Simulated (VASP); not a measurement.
Crystal: Ru2C.

```xyz
3
Lattice="3.2268 0.0000 0.0000 -1.6134 2.7945 0.0000 0.0000 0.0000 3.4840" Properties=species:S:1:pos:R:3 pbc="T T T"
Ru    0.0000    1.8630    1.7420
Ru    1.6134    0.9315    1.7420
C     0.0000    0.0000    0.0000
```

| Quantity | Value |
| --- | --- |
| Program | VASP 6.6.1 |
| Task | relaxation of cell and atoms |
| Functional | PBE |
| Potentials or basis | VASP PAW PBE potentials, release 64 (Ru_pv, C) |
| Cutoff | 600 eV |
| k mesh | 6 × 6 × 6 |
| Occupations | gaussian, width 0.1 eV |
| Spin | no spin polarisation |

At the start: pressure 222.6 GPa; volume 10.47 Å³/atom.

Problem. Where does the relaxation end?

Solution. Over 17 steps the energy falls by 4390.2 meV/atom and the volume is 12.58 Å³/atom (+20.2 %); space group P6/mmm (No. 191, to 0.05 Å).

Step by step:
| step | energy change (eV) | largest force (eV/Å) | pressure (GPa) | volume (Å³) |
| --- | --- | --- | --- | --- |
| 1 | 0.0000 | 0.0000 | 222.62 | 31.42 |
| 2 | 14.9156 | 0.0000 | -84.25 | 128.89 |
| 3 | -7.2448 | 0.0000 | -33.07 | 70.14 |
| 4 | -9.2439 | 0.0000 | -33.70 | 61.61 |
| 5 | -11.4428 | 0.0000 | -3.74 | 45.33 |
| 6 | -11.4800 | 0.0000 | -16.27 | 48.30 |
| 7 | -11.5074 | 0.0000 | -11.93 | 47.13 |
| 8 | -12.7436 | 0.0000 | -8.41 | 41.39 |
| 9 | -8.8329 | 0.0000 | 129.11 | 29.22 |
| 10 | -12.9781 | 0.0000 | -4.80 | 39.75 |
| 11 | -13.1489 | 0.0000 | 4.99 | 37.17 |
| 12 | -13.1489 | 0.0000 | 6.06 | 36.96 |
| 13 | -13.1159 | 0.0000 | -6.62 | 38.72 |
| 14 | -13.1700 | 0.0000 | 0.69 | 37.63 |
| 15 | -13.1700 | 0.0000 | 0.79 | 37.62 |
| 16 | -13.1705 | 0.0000 | -0.24 | 37.82 |
| 17 | -13.1706 | 0.0000 | 0.10 | 37.75 |

Final structure:
```yaml
crystal:
  lattice:
    - [4.06603, 0.00000, 0.00000]
    - [-2.03302, 3.52129, 0.00000]
    - [0.00000, 0.00000, 2.63656]
  atoms:
    - { symbol: Ru, position: [0.33333, 0.66667, 0.50000] }
    - { symbol: Ru, position: [0.66667, 0.33333, 0.50000] }
    - { symbol: C, position: [0.00000, 0.00000, 0.00000] }
```

Caveat: the k points lie up to 0.40 Å⁻¹ apart in the final cell; the volume moved by over 15 % at a fixed basis, so the end points are rough.
